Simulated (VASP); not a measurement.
# TlMo2 (Fd-3m) in VASP: further runs

TlMo2 is run at these levels: PBE; tasks: single point.

All numbers are computed with VASP 6.6.1; they aren't measurements. Logs are shortened: lines on timing, memory, paths and dates and some standing lists are left out, and cuts for length are marked.

### Step 1. The cell of the first run

The structure is cubic, space group Fd-3m (No. 227). The conventional cell has a = 7.667 Å, b = 7.667 Å, c = 7.667 Å, α = 90.00°, β = 90.00°, γ = 90.00°. Tl (site symmetry -43m) has 12 Mo at 3.18 Å and 4 Tl at 3.32 Å within 4.2 Å. Within 3.6 Å of Mo (site symmetry -3m) lie 6 Mo at 2.71 Å and 6 Tl at 3.18 Å.

### Step 2. Single point, PBE

File INCAR:

```
PREC = Accurate
ENCUT = 520
EDIFF = 1E-7
ISMEAR = 0
SIGMA = 0.1
LREAL = F
LASPH = T
NELM = 60
ALGO = Normal
ISIF = 2
LWAVE = F
LCHARG = F
GGA = PE
NBANDS = 50
```

File KPOINTS:

```
Automatic mesh
0
Gamma
  4 4 4
```

File POSCAR:

```
TlMo2
1.0
    0.0000000000      3.8335105071      3.8335105071
    3.8335105071      0.0000000000      3.8335105071
    3.8335105071      3.8335105071      0.0000000000
Tl Mo
2 4
Direct
    0.0000000000      0.0000000000      0.0000000000
    0.2500000000      0.2500000000      0.2500000000
    0.6250000000      0.6250000000      0.6250000000
    0.1250000000      0.6250000000      0.6250000000
    0.6250000000      0.6250000000      0.1250000000
    0.6250000000      0.1250000000      0.6250000000
```

Potentials or basis: VASP PAW PBE potentials, release 64 (Tl_d, Mo_sv).

Started as:

```bash
cat potpaw_PBE.64/Tl_d/POTCAR potpaw_PBE.64/Mo_sv/POTCAR > POTCAR
mpirun -np 1 vasp_std > vasp.out
```

OUTCAR:

```text
PREC = Accurate
   ENCUT = 520
   EDIFF = 1E-7
   ISMEAR = 0
   LREAL = F
   LASPH = T
   NELM = 60
   ISIF = 2
   GGA = PE

 ion  position               nearest neighbor table
   1  0.000  0.000  0.000-   3 3.18   5 3.18   6 3.18   3 3.18   4 3.18   5 3.18   3 3.18   4 3.18
                             6 3.18   4 3.18   5 3.18   6 3.18   2 3.32   2 3.32   2 3.32   2 3.32
   2  0.250  0.250  0.250-   4 3.18   5 3.18   6 3.18   3 3.18   4 3.18   6 3.18   3 3.18   4 3.18
                             5 3.18   3 3.18   5 3.18   6 3.18   1 3.32   1 3.32   1 3.32   1 3.32
   3  0.625  0.625  0.625-   4 2.71   5 2.71   6 2.71   5 2.71   6 2.71   4 2.71   1 3.18   2 3.18
                             1 3.18   2 3.18   1 3.18   2 3.18
   4  0.125  0.625  0.625-   3 2.71   5 2.71   6 2.71   3 2.71   5 2.71   6 2.71   2 3.18   1 3.18
                             1 3.18   2 3.18   2 3.18   1 3.18
   5  0.625  0.625  0.125-   3 2.71   3 2.71   4 2.71   6 2.71   6 2.71   4 2.71   1 3.18   2 3.18
                             1 3.18   2 3.18   1 3.18   2 3.18
   6  0.625  0.125  0.625-   3 2.71   5 2.71   3 2.71   4 2.71   5 2.71   4 2.71   2 3.18   1 3.18
                             2 3.18   2 3.18   1 3.18   1 3.18

  LATTYP: Found a face centered cubic cell.
 ALAT       =     7.6670210142

  Lattice vectors:

 A1 = (   0.0000000000,   3.8335105071,   3.8335105071)
 A2 = (   3.8335105071,   0.0000000000,   3.8335105071)
 A3 = (   3.8335105071,   3.8335105071,   0.0000000000)

Analysis of symmetry for initial positions (statically):
=====================================================================
 Subroutine PRICEL returns:
 Original cell was already a primitive cell.

 Routine SETGRP: Setting up the symmetry group for a
 face centered cubic supercell.

 Subroutine GETGRP returns: Found 48 space group operations
 (whereof 24 operations were pure point group operations)
 out of a pool of 48 trial point group operations.

The static configuration has the point symmetry T_d .
 The point group associated with its full space group is O_h .

Analysis of symmetry for dynamics (positions and initial velocities):
=====================================================================
 Subroutine PRICEL returns:
 Original cell was already a primitive cell.

 Routine SETGRP: Setting up the symmetry group for a
 face centered cubic supercell.

 Subroutine GETGRP returns: Found 48 space group operations
 (whereof 24 operations were pure point group operations)
 out of a pool of 48 trial point group operations.

The dynamic configuration has the point symmetry T_d .
 The point group associated with its full space group is O_h .

 Subroutine INISYM returns: Found 48 space group operations
 (whereof 24 operations are pure point group operations),
 and found     1 'primitive' translations

----------------------------------------------------------------------------------------

                                     Primitive cell

  volume of cell :     112.6730

  direct lattice vectors                    reciprocal lattice vectors
     0.000000000  3.833510507  3.833510507    -0.130428754  0.130428754  0.130428754
     3.833510507  0.000000000  3.833510507     0.130428754 -0.130428754  0.130428754
     3.833510507  3.833510507  0.000000000     0.130428754  0.130428754 -0.130428754

  length of vectors
     5.421402551  5.421402551  5.421402551     0.225909229  0.225909229  0.225909229

  position of ions in fractional coordinates (direct lattice)
     0.000000000  0.000000000  0.000000000
     0.250000000  0.250000000  0.250000000
     0.625000000  0.625000000  0.625000000
     0.125000000  0.625000000  0.625000000
     0.625000000  0.625000000  0.125000000
     0.625000000  0.125000000  0.625000000

  ion indices of the primitive-cell ions
   primitive index   ion index
                 1           1
                 2           2
                 3           3
                 4           4
                 5           5
                 6           6

----------------------------------------------------------------------------------------

 KPOINTS: Automatic mesh

Automatic generation of k-mesh.
 Grid dimensions read from file:
 generate k-points for:    4    4    4

 Generating k-lattice:

  Cartesian coordinates                     Fractional coordinates (reciprocal lattice)
    -0.032607189  0.032607189  0.032607189     0.250000000  0.000000000  0.000000000
     0.032607189 -0.032607189  0.032607189     0.000000000  0.250000000  0.000000000
     0.032607189  0.032607189 -0.032607189     0.000000000  0.000000000  0.250000000

  Length of vectors
     0.056477307  0.056477307  0.056477307

  Shift w.r.t. Gamma in fractional coordinates (k-lattice)
     0.000000000  0.000000000  0.000000000

 Subroutine IBZKPT returns following result:
 ===========================================

 Found      8 irreducible k-points:

 Following reciprocal coordinates:
            Coordinates               Weight
  0.000000  0.000000  0.000000      1.000000
  0.250000  0.000000  0.000000      8.000000
  0.500000  0.000000  0.000000      4.000000
  0.250000  0.250000  0.000000      6.000000
  0.500000  0.250000  0.000000     24.000000
 -0.250000  0.250000  0.000000     12.000000
  0.500000  0.500000  0.000000      3.000000
 -0.250000  0.500000  0.250000      6.000000
   k-points           NKPTS =      8   k-points in BZ     NKDIM =      8   number of bands    NBANDS=     50
   number of dos      NEDOS =    301   number of ions     NIONS =      6
   total plane-waves  NPLWV =  64000
   dimension x,y,z NGX =    40 NGY =   40 NGZ =   40
   dimension x,y,z NGXF=    80 NGYF=   80 NGZF=   80
   ions per type =               2   4
   NGX,Y,Z   is equivalent  to a cutoff of  12.27, 12.27, 12.27 a.u.
   NGXF,Y,Z  is equivalent  to a cutoff of  24.53, 24.53, 24.53 a.u.
 SYSTEM =  unknown system
   PREC   = accura    normal or accurate (medium, high low for compatibility)
   ISTART =      0    job   : 0-new  1-cont  2-samecut
   ICHARG =      2    charge: 1-file 2-atom 10-const
   ISPIN  =      1    spin polarized calculation?
   LNONCOLLINEAR =      F non collinear calculations
   LSORBIT =      F    spin-orbit coupling
   LASPH  =      T    aspherical Exc in radial PAW
   ENCUT  =  520.0 eV  38.22 Ry    6.18 a.u.  10.08 10.08 10.08*2*pi/ulx,y,z
   NELM   =     60;   NELMIN=  2; NELMDL= -5     # of ELM steps
   EDIFF  = 0.1E-06   stopping-criterion for ELM
   LREAL  =      F    real-space projection
   EDIFFG = 0.1E-05   stopping-criterion for IOM
   NSW    =      0    number of steps for IOM
   IBRION =     -1    ionic relax: 0-MD 1-quasi-New 2-CG
   NFREE  =      0    steps in history (QN), initial steepest desc. (CG)
   ISIF   =      2    stress and relaxation
   ISYM   =      2    0-nonsym 1-usesym 2-fastsym
   POTIM  = 0.5000    time-step for ionic-motion
   TEBEG  =    0.0;   TEEND  =   0.0 temperature during run
   PSTRESS=    0.0 pullay stress
   NELECT =      82.0000    total number of electrons
   NUPDOWN=      -1.0000    fix difference up-down
   EMIN   =  10.00;   EMAX   =-10.00  energy-range for DOS
   EFERMI =   0.00;   METHOD = LEGACY
   ISMEAR =     0;   SIGMA  =   0.10  broadening in eV -4-tet -1-fermi 0-gaus
   EFERMI_NEDOS =   21; number of points for ismear=-14 and -15
   IALGO  =     38    algorithm
   IMIX   =      4    mixing-type and parameters
     AMIX     =   0.40;   BMIX     =  1.00
     AMIX_MAG =   1.60;   BMIX_MAG =  1.00
  volume/ion in A,a.u.               =      18.78       126.73
  Fermi-wavevector in a.u.,A,eV,Ry     =   1.472559  2.782734 29.503293  2.168431
  Thomas-Fermi vector in A             =   2.587559
   LORBIT       =      0    0 simple, 1 ext, 2 COOP (PROOUT), +10 PAW based schemes
   GGA     = PE    functional components
   LHFCALC =     F    Hartree Fock is set to
   AEXX    =    0.0000 exact exchange contribution
   IVDW    =     0    specifies the selected vdW correction
   LEPSILON=     F    determine dielectric tensor
   LRPA    =     F    only Hartree local field effects (RPA)
 non-spin polarized calculation
 Gauss-broadening in eV      SIGMA  =   0.10
  energy-cutoff  :      520.00
  volume of cell :      112.67
 maximum number of plane-waves:      3071
   NGX = 21   NGY = 21   NGZ = 21

 number of electron      81.9999985 magnetization

 Free energy of the ion-electron system (eV)
  ---------------------------------------------------
  ext. energy  EPLUGINS =         0.00000000
  ---------------------------------------------------
  free energy    TOTEN  =       -43.79168705 eV

  energy without entropy =      -43.73549520  energy(sigma->0) =      -43.76359112

 E-fermi :  10.3473     XC(G=0): -12.3373

 val. band max:       10.3319723194   @ k =  -0.2500   0.5000   0.2500
 cond. band min:      10.5825555553   @ k =  -0.2500   0.2500   0.0000
 fundamental gap:      0.2505832358
 Fermi energy:        10.3473171337

 k-point     1 :       0.0000    0.0000    0.0000
  band No.  band energies     occupation
      1     -50.5611      2.00000
      2     -50.3179      2.00000
      3     -50.3179      2.00000
      4     -50.3179      2.00000
      5     -25.4920      2.00000
      6     -24.9188      2.00000
[... 42 lines left out ...]
     49      13.5833      0.00000
     50      14.5428      0.00000

 k-point     2 :       0.2500    0.0000    0.0000
  band No.  band energies     occupation
      1     -50.5362      2.00000
      2     -50.3440      2.00000
      3     -50.3180      2.00000
      4     -50.3180      2.00000
      5     -25.3643      2.00000
      6     -24.8667      2.00000
[... 42 lines left out ...]
     49      13.2090      0.00000
     50      13.2091      0.00000

 k-point     3 :       0.5000    0.0000    0.0000
  band No.  band energies     occupation
      1     -50.5013      2.00000
      2     -50.3801      2.00000
      3     -50.3181      2.00000
      4     -50.3181      2.00000
      5     -25.2353      2.00000
      6     -24.8328      2.00000
[... 254 lines left out ...]
     49      12.2395      0.00000
     50      12.2395      0.00000

 k-point     8 :      -0.2500    0.5000    0.2500
  band No.  band energies     occupation
      1     -50.4410      2.00000
      2     -50.4410      2.00000
      3     -50.3182      2.00000
      4     -50.3182      2.00000
      5     -24.9288      2.00000
      6     -24.9288      2.00000
[... 42 lines left out ...]
     49      12.7574      0.00000
     50      12.7574      0.00000

------------------------ aborting loop because EDIFF is reached ----------------------------------------

  FORCE on cell =-STRESS in cart. coord.  units (eV):
  Direction    XX          YY          ZZ          XY          YZ          ZX
  --------------------------------------------------------------------------------------
  -------------------------------------------------------------------------------------
  Total        0.2094941      0.2094941      0.2094941     -0.0000000      0.0000000      0.0000000
  in kB        2.9789446      2.9789446      2.9789446     -0.0000000      0.0000000      0.0000000
  external PRESSURE =       2.9789446 kB  Pullay stress =       0.0000000 kB

 VOLUME and BASIS-vectors are now :
 -----------------------------------------------------------------------------
  energy-cutoff  :      520.00
  volume of cell :      112.67
      direct lattice vectors                 reciprocal lattice vectors
     0.000000000  3.833510507  3.833510507    -0.130428754  0.130428754  0.130428754
     3.833510507  0.000000000  3.833510507     0.130428754 -0.130428754  0.130428754
     3.833510507  3.833510507  0.000000000     0.130428754  0.130428754 -0.130428754

 POSITION                                       TOTAL-FORCE (eV/Angst)
 -----------------------------------------------------------------------------------
      0.00000      0.00000      0.00000        -0.000000     -0.000000     -0.000000
      1.91676      1.91676      1.91676         0.000000      0.000000      0.000000
      4.79189      4.79189      4.79189        -0.000000     -0.000000     -0.000000
      4.79189      2.87513      2.87513        -0.000000     -0.000000     -0.000000
      2.87513      2.87513      4.79189        -0.000000     -0.000000     -0.000000
      2.87513      4.79189      2.87513        -0.000000     -0.000000     -0.000000
 -----------------------------------------------------------------------------------
    total drift:                                0.000000      0.000000      0.000000

  FREE ENERGIE OF THE ION-ELECTRON SYSTEM (eV)
  ---------------------------------------------------
  free  energy   TOTEN  =       -43.7916870483 eV

  energy  without entropy=      -43.7354951989  energy(sigma->0) =      -43.76359112
```

Wall time 56 s (1 thread of AMD EPYC 7R13 (Zen 3), shared host); peak memory 0.21 GiB.

Results:

```
Free energy            : -43.7917 eV
Pressure               : 0.3 GPa
Band gap on the k mesh : zero (band 41 reaches 11.81 eV, above the bottom of band 42 at 10.05 eV)
```

Caveat: spin-orbit coupling is left out, which moves the levels of the heavy elements.

(Part 1 of 2 ends here.)
